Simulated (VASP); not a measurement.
# Zn2CdS3 (I-4m2) in VASP: notebook, part 2 of 2

VASP 6.6.1. Earlier steps stand in the parts before.

## 4. Single point, PBE

This run uses another cell than the first one: it holds 12 atoms, not 6.

File INCAR:

```
SYSTEM = Zn2CdS3
PREC = Accurate ; ENCUT = 520
EDIFF = 1E-7 ; ISMEAR = 0
SIGMA = 0.1 ; LREAL = .False.
LASPH = .True. ; NELM = 60
ALGO = Normal ; ISIF = 2
LWAVE = .False. ; LCHARG = .False.
GGA = PE ; NBANDS = 66
```

File KPOINTS:

```
Automatic mesh
0
Gamma
  4 4 4
  0 0 0
```

File POSCAR:

```
Zn2CdS3
1.0
   -3.9443626552      3.9443626552      0.0000000000
    3.9443626552      3.9443626552      0.0000000000
    1.9721813276     -1.9721813276     -8.4779021514
Zn Cd S
4 2 6
Direct
    0.3279832455      1.0000000000      0.6559664910
    0.8279832455      0.5000000000      0.6559664910
    0.6720167545      1.0000000000      0.3440335090
    0.1720167545      0.5000000000      0.3440335090
    0.0000000000      0.0000000000      0.0000000000
    0.5000000000      0.5000000000      0.0000000000
    0.1553844304      0.2500000000      0.8107688608
    0.6553844304      0.7500000000      0.8107688608
    0.5000000000      0.2500000000      0.5000000000
    1.0000000000      0.7500000000      0.5000000000
    0.8446155696      0.2500000000      0.1892311392
    0.3446155696      0.7500000000      0.1892311392
```

Potentials or basis: VASP PAW PBE potentials, release 64 (Zn, Cd, S).

Command:

```console
cat potpaw_PBE.64/Zn/POTCAR potpaw_PBE.64/Cd/POTCAR potpaw_PBE.64/S/POTCAR > POTCAR
mpirun -np 1 vasp_std > vasp.out
```

OUTCAR:

```text
SYSTEM = Zn2CdS3
   PREC = Accurate
   ENCUT = 520
   EDIFF = 1E-7
   ISMEAR = 0
   LREAL = .False.
   LASPH = .True.
   NELM = 60
   ISIF = 2
   GGA = PE

 ion  position               nearest neighbor table
   1  0.328  0.000  0.656-   8 2.37   7 2.37  10 2.37   9 2.37
   2  0.828  0.500  0.656-   7 2.37   8 2.37   9 2.37  10 2.37
   3  0.672  0.000  0.344-  12 2.37  11 2.37  10 2.37   9 2.37
   4  0.172  0.500  0.344-  11 2.37  12 2.37   9 2.37  10 2.37
   5  0.000  0.000  0.000-   7 2.54  11 2.54   8 2.54  12 2.54
   6  0.500  0.500  0.000-   8 2.54  12 2.54  11 2.54   7 2.54
   7  0.155  0.250  0.811-   2 2.37   1 2.37   5 2.54   6 2.54
   8  0.655  0.750  0.811-   1 2.37   2 2.37   6 2.54   5 2.54
   9  0.500  0.250  0.500-   2 2.37   4 2.37   3 2.37   1 2.37
  10  0.000  0.750  0.500-   1 2.37   3 2.37   2 2.37   4 2.37
  11  0.845  0.250  0.189-   4 2.37   3 2.37   5 2.54   6 2.54
  12  0.345  0.750  0.189-   3 2.37   4 2.37   6 2.54   5 2.54

  LATTYP: Found a base centered orthorhombic cell.
 ALAT       =     5.5781711619
 B/A-ratio  =     3.0396708546
 C/A-ratio  =     1.0000000000

  Lattice vectors:

 A1 = (   1.9721813276,  -1.9721813276,   8.4779021514)
 A2 = (   1.9721813276,  -1.9721813276,  -8.4779021514)
 A3 = (   3.9443626552,   3.9443626552,   0.0000000000)

Analysis of symmetry for initial positions (statically):
=====================================================================
 Subroutine PRICEL returns following result:

  LATTYP: Found a body centered tetragonal cell.
 ALAT       =     3.9443626552
 C/A-ratio  =     4.2987437477

  Lattice vectors:

 A1 = (  -1.9721813276,  -1.9721813276,   8.4779021514)
 A2 = (   1.9721813276,   1.9721813276,   8.4779021514)
 A3 = (  -1.9721813276,   1.9721813276,  -8.4779021514)

   2 primitive cells build up your supercell.

 Routine SETGRP: Setting up the symmetry group for a
 base centered orthorhombic supercell.

 Subroutine GETGRP returns: Found  4 space group operations
 (whereof  4 operations were pure point group operations)
 out of a pool of  8 trial point group operations.

The static configuration has the point symmetry D_2 .

Analysis of symmetry for dynamics (positions and initial velocities):
=====================================================================
 Subroutine PRICEL returns following result:

  LATTYP: Found a body centered tetragonal cell.
 ALAT       =     3.9443626552
 C/A-ratio  =     4.2987437477

  Lattice vectors:

 A1 = (  -1.9721813276,  -1.9721813276,   8.4779021514)
 A2 = (   1.9721813276,   1.9721813276,   8.4779021514)
 A3 = (  -1.9721813276,   1.9721813276,  -8.4779021514)

   2 primitive cells build up your supercell.

 Routine SETGRP: Setting up the symmetry group for a
 base centered orthorhombic supercell.

 Subroutine GETGRP returns: Found  4 space group operations
 (whereof  4 operations were pure point group operations)
 out of a pool of  8 trial point group operations.

The dynamic configuration has the point symmetry D_2 .

 Subroutine INISYM returns: Found  4 space group operations
 (whereof  4 operations are pure point group operations),
 and found     2 'primitive' translations

[... 80 lines left out ...]
   k-points           NKPTS =     21   k-points in BZ     NKDIM =     21   number of bands    NBANDS=     66
   number of dos      NEDOS =    301   number of ions     NIONS =     12
   total plane-waves  NPLWV = 123480
   dimension x,y,z NGX =    42 NGY =   42 NGZ =   70
   dimension x,y,z NGXF=    84 NGYF=   84 NGZF=  140
   ions per type =               4   2   6
   NGX,Y,Z   is equivalent  to a cutoff of  12.52, 12.52, 13.04 a.u.
   NGXF,Y,Z  is equivalent  to a cutoff of  25.03, 25.03, 26.08 a.u.
 SYSTEM =  Zn2CdS3
   PREC   = accura    normal or accurate (medium, high low for compatibility)
   ISTART =      0    job   : 0-new  1-cont  2-samecut
   ICHARG =      2    charge: 1-file 2-atom 10-const
   ISPIN  =      1    spin polarized calculation?
   LNONCOLLINEAR =      F non collinear calculations
   LSORBIT =      F    spin-orbit coupling
   LASPH  =      T    aspherical Exc in radial PAW
   ENCUT  =  520.0 eV  38.22 Ry    6.18 a.u.  10.37 10.37 16.59*2*pi/ulx,y,z
   NELM   =     60;   NELMIN=  2; NELMDL= -5     # of ELM steps
   EDIFF  = 0.1E-06   stopping-criterion for ELM
   LREAL  =      F    real-space projection
   EDIFFG = 0.1E-05   stopping-criterion for IOM
   NSW    =      0    number of steps for IOM
   IBRION =     -1    ionic relax: 0-MD 1-quasi-New 2-CG
   NFREE  =      0    steps in history (QN), initial steepest desc. (CG)
   ISIF   =      2    stress and relaxation
   ISYM   =      2    0-nonsym 1-usesym 2-fastsym
   POTIM  = 0.5000    time-step for ionic-motion
   TEBEG  =    0.0;   TEEND  =   0.0 temperature during run
   PSTRESS=    0.0 pullay stress
   NELECT =     108.0000    total number of electrons
   NUPDOWN=      -1.0000    fix difference up-down
   EMIN   =  10.00;   EMAX   =-10.00  energy-range for DOS
   EFERMI =   0.00;   METHOD = LEGACY
   ISMEAR =     0;   SIGMA  =   0.10  broadening in eV -4-tet -1-fermi 0-gaus
   EFERMI_NEDOS =   21; number of points for ismear=-14 and -15
   IALGO  =     38    algorithm
   IMIX   =      4    mixing-type and parameters
     AMIX     =   0.40;   BMIX     =  1.00
     AMIX_MAG =   1.60;   BMIX_MAG =  1.00
  volume/ion in A,a.u.               =      21.98       148.35
  Fermi-wavevector in a.u.,A,eV,Ry     =   1.215604  2.297158 20.105229  1.477693
  Thomas-Fermi vector in A             =   2.350985
   LORBIT       =      0    0 simple, 1 ext, 2 COOP (PROOUT), +10 PAW based schemes
   GGA     = PE    functional components
   LHFCALC =     F    Hartree Fock is set to
   AEXX    =    0.0000 exact exchange contribution
   IVDW    =     0    specifies the selected vdW correction
   LEPSILON=     F    determine dielectric tensor
   LRPA    =     F    only Hartree local field effects (RPA)
 non-spin polarized calculation
 Gauss-broadening in eV      SIGMA  =   0.10
  energy-cutoff  :      520.00
  volume of cell :      263.80
 maximum number of plane-waves:      7137
 NGX is ok and might be reduce to    42

 number of electron     108.0000022 magnetization

 Free energy of the ion-electron system (eV)
  ---------------------------------------------------
  ext. energy  EPLUGINS =         0.00000000
  ---------------------------------------------------
  free energy    TOTEN  =       -39.52787043 eV

  energy without entropy =      -39.52787043  energy(sigma->0) =      -39.52787043

 E-fermi :   2.0840     XC(G=0):  -9.3354

 val. band max:        1.6035422320   @ k =   0.0000   0.0000   0.0000
 cond. band min:       3.1465965251   @ k =   0.0000   0.0000   0.0000
 fundamental gap:      1.5430542931
 Fermi energy:         2.0840266509

 k-point     1 :       0.0000    0.0000    0.0000
  band No.  band energies     occupation
      1     -11.1294      2.00000
      2     -10.4948      2.00000
      3     -10.2954      2.00000
      4     -10.1668      2.00000
      5     -10.1625      2.00000
      6     -10.1512      2.00000
[... 1438 lines left out ...]
     65       7.5743      0.00000
     66       7.5743      0.00000

------------------------ aborting loop because EDIFF is reached ----------------------------------------

  FORCE on cell =-STRESS in cart. coord.  units (eV):
  Direction    XX          YY          ZZ          XY          YZ          ZX
  --------------------------------------------------------------------------------------
  -------------------------------------------------------------------------------------
  Total        0.3112831      0.3112831      0.3973478     -0.0004225      0.0000000      0.0000000
  in kB        1.8905758      1.8905758      2.4132890     -0.0025658      0.0000000      0.0000000
  external PRESSURE =       2.0648135 kB  Pullay stress =       0.0000000 kB

 VOLUME and BASIS-vectors are now :
 -----------------------------------------------------------------------------
  energy-cutoff  :      520.00
  volume of cell :      263.80
      direct lattice vectors                 reciprocal lattice vectors
    -3.944362655  3.944362655  0.000000000    -0.126763192  0.126763192 -0.058976854
     3.944362655  3.944362655  0.000000000     0.126763192  0.126763192  0.000000000
     1.972181328 -1.972181328 -8.477902151     0.000000000  0.000000000 -0.117953709

 POSITION                                       TOTAL-FORCE (eV/Angst)
 -----------------------------------------------------------------------------------
      0.00000      0.00000     -5.56122        -0.000000      0.000000      0.003892
      0.00000      3.94436     -5.56122        -0.000000      0.000000      0.003892
     -1.97218      1.97218     -2.91668         0.000000     -0.000000     -0.003892
      1.97218      1.97218     -2.91668         0.000000     -0.000000     -0.003892
      0.00000      0.00000      0.00000        -0.000000      0.000000      0.000000
      0.00000      3.94436      0.00000        -0.000000      0.000000      0.000000
      1.97218     -0.00000     -6.87362         0.000000     -0.000000      0.021799
      1.97218      3.94436     -6.87362         0.000000     -0.000000      0.021799
      0.00000      1.97218     -4.23895        -0.000000      0.000000      0.000000
      3.94436      1.97218     -4.23895        -0.000000      0.000000     -0.000000
     -1.97218      3.94436     -1.60428        -0.000000      0.000000     -0.021799
      1.97218      3.94436     -1.60428        -0.000000      0.000000     -0.021799
 -----------------------------------------------------------------------------------
    total drift:                                0.000001      0.000001     -0.000000

  FREE ENERGIE OF THE ION-ELECTRON SYSTEM (eV)
  ---------------------------------------------------
  free  energy   TOTEN  =       -39.5278704252 eV

  energy  without entropy=      -39.5278704252  energy(sigma->0) =      -39.52787043
```

Run time: 10 min. Hardware: 1 thread of Oxide Virtual Turin-like, shared host; peak memory 0.49 GiB.

Results:

```
Free energy            : -39.5279 eV
Pressure               : 0.2 GPa
Largest force          : 0.022 eV/Å
Band gap on the k mesh : 1.54 eV
```

Forces on the atoms (eV/Å):
```
Zn   0.000  0.000  0.004
Zn   0.000  0.000  0.004
Zn   0.000  0.000 -0.004
Zn   0.000  0.000 -0.004
Cd   0.000  0.000  0.000
Cd   0.000  0.000  0.000
S    0.000  0.000  0.022
S    0.000  0.000  0.022
S    0.000  0.000  0.000
S    0.000  0.000  0.000
S    0.000  0.000 -0.022
S    0.000  0.000 -0.022
```

## 5. The runs side by side

```csv
cell,k mesh,smearing,gap on the mesh (eV),pressure (GPa),largest force (eV/Å)
"a = 8.925 Å, angles 154.5, 154.5, 36.4°, 6 atoms, atomic positions A",10 × 10 × 10,gaussian 0.02 eV,1.54,0.2,0.02
"a = 8.925 Å, angles 154.5, 154.5, 36.4°, 6 atoms, atomic positions A",6 × 6 × 6,gaussian 0.1 eV,1.54,0.2,0.02
"a = 5.578, b = 5.578, c = 8.925 Å, angles 90.0, 108.2, 90.0°, 12 atoms, atomic positions B",4 × 4 × 4,gaussian 0.1 eV,1.54,0.2,0.02
```

Alike in all rows: task single point; level PBE; potentials or basis VASP PAW PBE potentials, release 64 (Zn, Cd, S); no spin polarisation; cutoff (eV) 520.

Absolute energies hang on the potentials; compare differences alone.
